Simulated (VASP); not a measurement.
# NiGe (P6_3/mmc) in VASP: further runs

NiGe is run at these levels: PBEsol; tasks: single point, relaxation of cell and atoms.

Program: VASP 6.6.1. These are calculated values, not measurements. Logs are shortened: lines on timing, memory, paths and dates and some standing lists are left out, and cuts for length are marked.

### 1 The cell of the first run

Symmetry: P6_3/mmc, No. 194, hexagonal system. The conventional cell has a = 3.597 Å, b = 3.597 Å, c = 4.857 Å, α = 90.00°, β = 90.00°, γ = 120.00°. Ge (site symmetry -6m2) has 6 Ni at 2.41 Å and 6 Ge at 3.20 Å within 3.2 Å. Within 3.2 Å of Ni (site symmetry -3m) lie 6 Ge at 2.41 Å and 2 Ni at 2.43 Å.

### 2 Single point, PBEsol

INCAR

```
SYSTEM = NiGe
  PREC = Accurate
  ENCUT = 520
  EDIFF = 1E-7
  ISMEAR = 0
  SIGMA = 0.1
  LREAL = .FALSE.
  LASPH = .TRUE.
  NELM = 60
  ALGO = Normal
  ISIF = 2
  LWAVE = .FALSE.
  LCHARG = .FALSE.
  GGA = PS
  NBANDS = 32
```

KPOINTS

```
regular mesh
0
G
  12 12 10
  0 0 0
```

POSCAR

```
NiGe
1.0
    3.5970158780      0.0000000000      0.0000000000
   -1.7985079390      3.1151071282      0.0000000000
    0.0000000000      0.0000000000      4.8574293604
Ge Ni
2 2
Direct
    0.3333333333      0.6666666667      0.2500000000
    0.6666666667      0.3333333333      0.7500000000
    0.0000000000      0.0000000000      0.0000000000
    0.0000000000      0.0000000000      0.5000000000
```

Potentials or basis: VASP PAW PBE potentials, release 64 (Ge_d, Ni).

Command:

```
> cat potpaw_PBE.64/Ge_d/POTCAR potpaw_PBE.64/Ni/POTCAR > POTCAR
> mpirun -np 1 vasp_std > vasp.out
```

OUTCAR:

```text
SYSTEM = NiGe
   PREC = Accurate
   ENCUT = 520
   EDIFF = 1E-7
   ISMEAR = 0
   LREAL = .FALSE.
   LASPH = .TRUE.
   NELM = 60
   ISIF = 2
   GGA = PS

 ion  position               nearest neighbor table
   1  0.333  0.667  0.250-   3 2.41   4 2.41   3 2.41   4 2.41   3 2.41   4 2.41
   2  0.667  0.333  0.750-   3 2.41   4 2.41   3 2.41   4 2.41   3 2.41   4 2.41
   3  0.000  0.000  0.000-   1 2.41   2 2.41   2 2.41   1 2.41   2 2.41   1 2.41   4 2.43   4 2.43

   4  0.000  0.000  0.500-   1 2.41   2 2.41   2 2.41   1 2.41   2 2.41   1 2.41   3 2.43   3 2.43

  LATTYP: Found a hexagonal cell.
 ALAT       =     3.5970158780
 C/A-ratio  =     1.3504053152

  Lattice vectors:

 A1 = (   3.5970158780,   0.0000000000,   0.0000000000)
 A2 = (  -1.7985079390,   3.1151071282,   0.0000000000)
 A3 = (   0.0000000000,   0.0000000000,   4.8574293604)

Analysis of symmetry for initial positions (statically):
=====================================================================
 Subroutine PRICEL returns:
 Original cell was already a primitive cell.

 Routine SETGRP: Setting up the symmetry group for a
 hexagonal supercell.

 Subroutine GETGRP returns: Found 24 space group operations
 (whereof 12 operations were pure point group operations)
 out of a pool of 24 trial point group operations.

The static configuration has the point symmetry D_3d.
 The point group associated with its full space group is D_6h.

Analysis of symmetry for dynamics (positions and initial velocities):
=====================================================================
 Subroutine PRICEL returns:
 Original cell was already a primitive cell.

 Routine SETGRP: Setting up the symmetry group for a
 hexagonal supercell.

 Subroutine GETGRP returns: Found 24 space group operations
 (whereof 12 operations were pure point group operations)
 out of a pool of 24 trial point group operations.

The dynamic configuration has the point symmetry D_3d.
 The point group associated with its full space group is D_6h.

 Subroutine INISYM returns: Found 24 space group operations
 (whereof 12 operations are pure point group operations),
 and found     1 'primitive' translations

----------------------------------------------------------------------------------------

                                     Primitive cell

  volume of cell :      54.4279

  direct lattice vectors                    reciprocal lattice vectors
     3.597015878  0.000000000  0.000000000     0.278008225  0.160508124  0.000000000
    -1.798507939  3.115107128  0.000000000     0.000000000  0.321016247  0.000000000
     0.000000000  0.000000000  4.857429360     0.000000000  0.000000000  0.205870209

[... 92 lines left out ...]
   NFREE  =      0    steps in history (QN), initial steepest desc. (CG)
   ISIF   =      2    stress and relaxation
   ISYM   =      2    0-nonsym 1-usesym 2-fastsym
   POTIM  = 0.5000    time-step for ionic-motion
   TEBEG  =    0.0;   TEEND  =   0.0 temperature during run
   PSTRESS=    0.0 pullay stress
   NELECT =      48.0000    total number of electrons
   NUPDOWN=      -1.0000    fix difference up-down
   EMIN   =  10.00;   EMAX   =-10.00  energy-range for DOS
   EFERMI =   0.00;   METHOD = LEGACY
   ISMEAR =     0;   SIGMA  =   0.10  broadening in eV -4-tet -1-fermi 0-gaus
   EFERMI_NEDOS =   21; number of points for ismear=-14 and -15
   IALGO  =     38    algorithm
   IMIX   =      4    mixing-type and parameters
     AMIX     =   0.40;   BMIX     =  1.00
     AMIX_MAG =   1.60;   BMIX_MAG =  1.00
  volume/ion in A,a.u.               =      13.61        91.82
  Fermi-wavevector in a.u.,A,eV,Ry     =   1.569934  2.966744 33.534166  2.464692
  Thomas-Fermi vector in A             =   2.671742
   LORBIT       =      0    0 simple, 1 ext, 2 COOP (PROOUT), +10 PAW based schemes
   GGA     = PS    functional components
   LHFCALC =     F    Hartree Fock is set to
   AEXX    =    0.0000 exact exchange contribution
   IVDW    =     0    specifies the selected vdW correction
   LEPSILON=     F    determine dielectric tensor
   LRPA    =     F    only Hartree local field effects (RPA)
 non-spin polarized calculation
 Gauss-broadening in eV      SIGMA  =   0.10
  energy-cutoff  :      520.00
  volume of cell :       54.43
 maximum number of plane-waves:      1494
 NGX is ok and might be reduce to    28
   NGX = 13   NGY = 13   NGZ = 19

 number of electron      47.9999968 magnetization

 Free energy of the ion-electron system (eV)
  ---------------------------------------------------
  ext. energy  EPLUGINS =         0.00000000
  ---------------------------------------------------
  free energy    TOTEN  =       -23.49258786 eV

  energy without entropy =      -23.48381860  energy(sigma->0) =      -23.48820323

 E-fermi :   8.3650     XC(G=0): -12.5742

 val. band max:        8.3401034674   @ k =   0.2500   0.1667   0.4000
 cond. band min:       8.3792596905   @ k =   0.1667   0.1667   0.3000
 fundamental gap:      0.0391562231
 Fermi energy:         8.3650039578

 k-point     1 :       0.0000    0.0000    0.0000
  band No.  band energies     occupation
      1     -16.0161      2.00000
      2     -16.0161      2.00000
      3     -15.9943      2.00000
      4     -15.9787      2.00000
      5     -15.9658      2.00000
      6     -15.9658      2.00000
[... 829 lines left out ...]
     31      16.9320      0.00000
     32      17.7691      0.00000

 [... further k-points ...]

------------------------ aborting loop because EDIFF is reached ----------------------------------------

  FORCE on cell =-STRESS in cart. coord.  units (eV):
  Direction    XX          YY          ZZ          XY          YZ          ZX
  --------------------------------------------------------------------------------------
  -------------------------------------------------------------------------------------
  Total        0.0291418      0.0291418      0.0705538      0.0000000      0.0000000      0.0000000
  in kB        0.8578389      0.8578389      2.0768694      0.0000000      0.0000000      0.0000000
  external PRESSURE =       1.2641824 kB  Pullay stress =       0.0000000 kB

 VOLUME and BASIS-vectors are now :
 -----------------------------------------------------------------------------
  energy-cutoff  :      520.00
  volume of cell :       54.43
      direct lattice vectors                 reciprocal lattice vectors
     3.597015878  0.000000000  0.000000000     0.278008225  0.160508124  0.000000000
    -1.798507939  3.115107128  0.000000000     0.000000000  0.321016247  0.000000000
     0.000000000  0.000000000  4.857429360     0.000000000  0.000000000  0.205870209

 POSITION                                       TOTAL-FORCE (eV/Angst)
 -----------------------------------------------------------------------------------
     -0.00000      2.07674      1.21436        -0.000000      0.000000      0.000000
      1.79851      1.03837      3.64307         0.000000      0.000000      0.000000
      0.00000      0.00000      0.00000         0.000000      0.000000      0.000000
      0.00000      0.00000      2.42871         0.000000      0.000000      0.000000
 -----------------------------------------------------------------------------------
    total drift:                               -0.000000      0.000000     -0.000000

  FREE ENERGIE OF THE ION-ELECTRON SYSTEM (eV)
  ---------------------------------------------------
  free  energy   TOTEN  =       -23.4925878618 eV

  energy  without entropy=      -23.4838185959  energy(sigma->0) =      -23.48820323
```

Run time: 1.9 min. Hardware: 1 thread of AMD EPYC 9R45 (Zen 5), shared host; peak memory 0.26 GiB.

Results:

| Quantity | Value |
| --- | --- |
| Free energy | -23.4926 eV |
| Pressure | 0.1 GPa |
| Band gap on the k mesh | zero (bands 24 and 25 overlap by 4.64 eV) |

Stress tensor (GPa, compression positive):
```
0.09 0.00 0.00
0.00 0.09 0.00
0.00 0.00 0.21
```

Caveat: the PAW data sets were made with another functional, which shifts forces and pressure a little.

### 3 Relaxation of cell and atoms, PBEsol

INCAR

```
ALGO = Normal
EDIFF = 1E-6
EDIFFG = -0.01
ENCUT = 600
GGA = PS
IBRION = 2
ISIF = 3
ISMEAR = 0
LASPH = True
LCHARG = False
LREAL = False
LWAVE = False
NELM = 100
NSW = 80
PREC = Accurate
SIGMA = 0.1
```

KPOINTS

```
k-points
0
Gamma
  12 12 10
```

POSCAR

```
NiGe
1.0
    3.5858746370      0.0000000000      0.0000000000
   -1.7929373185      3.1054585304      0.0000000000
    0.0000000000      0.0000000000      4.8818204418
Ge Ni
2 2
Direct
    0.3333333333      0.6666666667      0.2500000000
    0.6666666667      0.3333333333      0.7500000000
    0.0000000000      0.0000000000      0.0000000000
    0.0000000000      0.0000000000      0.5000000000
```

Potentials or basis: VASP PAW PBE potentials, release 64 (Ge_d, Ni).

Command:

```
> cat potpaw_PBE.64/Ge_d/POTCAR potpaw_PBE.64/Ni/POTCAR > POTCAR
> mpirun -np 1 vasp_std > vasp.out
```

OUTCAR:

```text
EDIFF = 1E-6
   EDIFFG = -0.01
   ENCUT = 600
   GGA = PS
   IBRION = 2
   ISIF = 3
   ISMEAR = 0
   LASPH = True
   LREAL = False
   NELM = 100
   NSW = 80
   PREC = Accurate

 ion  position               nearest neighbor table
   1  0.333  0.667  0.250-   3 2.40   4 2.40   3 2.40   4 2.40   3 2.40   4 2.40
   2  0.667  0.333  0.750-   3 2.40   4 2.40   3 2.40   4 2.40   3 2.40   4 2.40
   3  0.000  0.000  0.000-   1 2.40   2 2.40   1 2.40   2 2.40   2 2.40   1 2.40   4 2.44   4 2.44

   4  0.000  0.000  0.500-   1 2.40   2 2.40   1 2.40   2 2.40   2 2.40   1 2.40   3 2.44   3 2.44

  LATTYP: Found a hexagonal cell.
 ALAT       =     3.5858746370
 C/A-ratio  =     1.3614029870

  Lattice vectors:

 A1 = (   3.5858746370,   0.0000000000,   0.0000000000)
 A2 = (  -1.7929373185,   3.1054585304,   0.0000000000)
 A3 = (   0.0000000000,   0.0000000000,   4.8818204418)

[... 340 lines left out ...]
  free energy    TOTEN  =       -23.49249382 eV

  energy without entropy =      -23.48372338  energy(sigma->0) =      -23.48810860

 E-fermi :   8.3608     XC(G=0): -12.5725

 val. band max:        8.3373280003   @ k =   0.2500   0.1667   0.4000
 cond. band min:       8.3764359601   @ k =   0.1667   0.1667   0.3000
 fundamental gap:      0.0391079599
 Fermi energy:         8.3608480255

 k-point     1 :       0.0000    0.0000    0.0000
  band No.  band energies     occupation
      1     -16.0194      2.00000
      2     -16.0194      2.00000
      3     -15.9975      2.00000
      4     -15.9822      2.00000
      5     -15.9693      2.00000
      6     -15.9693      2.00000
[... 733 lines left out ...]
     27      12.0112      0.00000
     28      13.8217      0.00000

 [... further k-points ...]

------------------------ aborting loop because EDIFF is reached ----------------------------------------

  FORCE on cell =-STRESS in cart. coord.  units (eV):
  Direction    XX          YY          ZZ          XY          YZ          ZX
  --------------------------------------------------------------------------------------
  -------------------------------------------------------------------------------------
  Total        0.0118323      0.0118323     -0.0130141      0.0000000      0.0000000     -0.0000000
  in kB        0.3481966      0.3481966     -0.3829741      0.0000000      0.0000000     -0.0000000
  external PRESSURE =       0.1044730 kB  Pullay stress =       0.0000000 kB
[... 19 lines left out ...]
  FREE ENERGIE OF THE ION-ELECTRON SYSTEM (eV)
  ---------------------------------------------------
  free  energy   TOTEN  =       -23.4924938178 eV

  energy  without entropy=      -23.4837233777  energy(sigma->0) =      -23.48810860

 reached required accuracy - stopping structural energy minimisation
```

OSZICAR:

```text
N       E                     dE             d eps       ncg     rms          rms(c)
DAV:   1     0.393033615602E+03    0.39303E+03   -0.24775E+04  7036   0.485E+03
DAV:   2     0.361664269214E+02   -0.35687E+03   -0.34570E+03  6384   0.764E+02
DAV:   3    -0.235443248384E+02   -0.59711E+02   -0.57932E+02  6528   0.225E+02
DAV:   4    -0.262709379358E+02   -0.27266E+01   -0.27014E+01  7224   0.553E+01
[... 39 lines left out ...]
DAV:   3    -0.234928974013E+02    0.24315E-02   -0.10055E-02  6828   0.156E+00    0.151E-01
DAV:   4    -0.234924982731E+02    0.39913E-03   -0.87776E-04  8692   0.443E-01    0.256E-02
DAV:   5    -0.234924953665E+02    0.29066E-05   -0.11168E-04  7172   0.151E-01    0.138E-02
DAV:   6    -0.234924939924E+02    0.13741E-05   -0.11798E-05  7084   0.551E-02    0.599E-03
DAV:   7    -0.234924938178E+02    0.17459E-06   -0.11674E-06  3304   0.187E-02
   5 F= -.23492494E+02 E0= -.23488109E+02  d E =-.129654E-03
```

CONTCAR:

```text
NiGe
   1.00000000000000
     3.5960455248960330    0.0000000000000000    0.0000000000000000
    -1.7980227624480165    3.1142667776967676   -0.0000000000000000
     0.0000000000000000    0.0000000000000000    4.8615415641245621
  Ge              Ni
     2     2
Direct
     0.3333333332999970    0.6666666667000030    0.2500000000000000
     0.6666666667000030    0.3333333332999970    0.7500000000000000
     0.0000000000000000    0.0000000000000000    0.0000000000000000
     0.0000000000000000    0.0000000000000000    0.5000000000000000

  0.00000000E+00  0.00000000E+00  0.00000000E+00
  0.00000000E+00  0.00000000E+00  0.00000000E+00
  0.00000000E+00  0.00000000E+00  0.00000000E+00
  0.00000000E+00  0.00000000E+00  0.00000000E+00
```

It took 5.7 min on 1 thread of AMD EPYC 9R45 (Zen 5), shared host; peak memory 0.3 GiB.

What came out:

```
Free energy                           : -23.4925 eV
Relaxed volume                        : 13.61 Å³/atom
Relaxed cell                          : a = 3.596 Å, b = 3.596 Å, c = 4.862 Å, α = 90.00°, β = 90.00°, γ = 120.00°
Space group after relaxing (to 0.1 Å) : P6_3/mmc (No. 194)
Energy gained by relaxing             : 0.3 meV/atom
Ionic steps                           : 5
Pressure after relaxing               : 0.0 GPa
Band gap on the k mesh                : zero (bands 24 and 25 overlap by 4.65 eV)
```

Step by step:
| step | energy change (eV) | largest force (eV/Å) | pressure (GPa) | volume (Å³) |
| --- | --- | --- | --- | --- |
| 1 | 0.0000 | 0.0000 | 0.22 | 54.36 |
| 2 | -0.0009 | 0.0000 | -0.26 | 54.51 |
| 3 | -0.0009 | 0.0000 | -0.36 | 54.53 |
| 4 | -0.0009 | 0.0000 | 0.40 | 54.35 |
| 5 | -0.0010 | 0.0000 | 0.01 | 54.44 |

Final structure:
```xyz
4
Lattice="3.5960 0.0000 0.0000 -1.7980 3.1143 0.0000 0.0000 0.0000 4.8615" Properties=species:S:1:pos:R:3 pbc="T T T"
Ge    0.0000    2.0762    1.2154
Ge    1.7980    1.0381    3.6462
Ni    0.0000    0.0000    0.0000
Ni    0.0000    0.0000    2.4308
```

Caveat: the PAW data sets were made with another functional, which shifts forces and pressure a little.
